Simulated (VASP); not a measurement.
Runs of VASP 6.6.1 on ZnS. The structure is that of space group R3m (No. 160), or close to it. The cells are those of the table. 

| cell | gap on the mesh (eV) | pressure (GPa) | largest force (eV/Å) |
| --- | --- | --- | --- |
| a = 9.520 Å, angles 22.9°, 6 atoms | 2.18 | 1.0 | 0.01 |
| a = 9.856 Å, angles 22.9°, 6 atoms | 1.73 | -5.9 | 0.02 |
| a = 9.343 Å, angles 22.9°, 6 atoms | 2.44 | 6.3 | 0.02 |
| a = 9.433 Å, angles 22.9°, 6 atoms | (b) | 3.5 | 0.01 |
| a = 9.607 Å, angles 22.9°, 6 atoms | 2.06 | -1.1 | 0.01 |
| a = 9.774 Å, angles 22.9°, 6 atoms | (c) | (a) | 0.02 |
| a = 9.691 Å, angles 22.9°, 6 atoms | 1.95 | -2.9 | 0.02 |

Alike in all rows: task single point; level PBEsol; potentials or basis VASP PAW PBE potentials, release 64 (Zn, S); no spin polarisation; k mesh 6 × 6 × 6; cutoff (eV) 520; smearing fermi-dirac 0.2 eV.

Q: Fill in the values left out.

A: (a) -4.5; (b) 2.31; (c) 1.83.

Caveats: the PAW data sets were made with another functional, which shifts forces and pressure a little; the cell stands under tension (at least some runs); the cell stands under pressure (at least some runs).

A k mesh can miss the band edges.
